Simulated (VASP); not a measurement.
**BP: single point with r2SCAN**

BP:

```
CELL_PARAMETERS angstrom
0.00000 2.23833 2.23833
2.23833 0.00000 2.23833
2.23833 2.23833 0.00000
ATOMIC_POSITIONS crystal
B 0.00000 0.00000 0.00000
P 0.25000 0.25000 0.25000
```

```yaml
Program: VASP 6.6.1
Task: single point
Functional: r2SCAN
Potentials_or_basis: VASP PAW PBE potentials, release 64 (B, P)
Cutoff: 550 eV
k_mesh: 6 × 6 × 6
Occupations: gaussian, width 0.01 eV
Spin: no spin polarisation
```

```json
{"Pressure": "6.9 GPa", "Band gap on the k mesh": "1.45 eV, indirect (least direct gap 3.70 eV)"}
```

Levels at points of the mesh, in eV from the valence-band top:
| k point | band 1 | band 2 | band 3 | band 4 | band 5 | band 6 | band 7 | band 8 | band 9 |
| --- | --- | --- | --- | --- | --- | --- | --- | --- | --- |
| (0.00, 0.00, 0.00) | -16.64 | 0.00 | 0.00 | 0.00 | 3.70 | 3.70 | 3.70 | 8.67 | 12.72 |
| (0.50, 0.00, 0.00) | -12.99 | -9.81 | -1.92 | -1.92 | 4.40 | 5.05 | 5.05 | 11.07 | 15.76 |
| (0.50, 0.50, 0.00) | -11.25 | -9.35 | -4.50 | -4.50 | 1.45 | 1.87 | 13.47 | 13.47 | 16.94 |

It took 25 s on 1 thread of Intel Xeon 8259CL (shared host), peak memory 0.14 GiB.

Caveat: the PAW data sets were made with another functional, which shifts forces and pressure a little. A k mesh can miss the band edges.
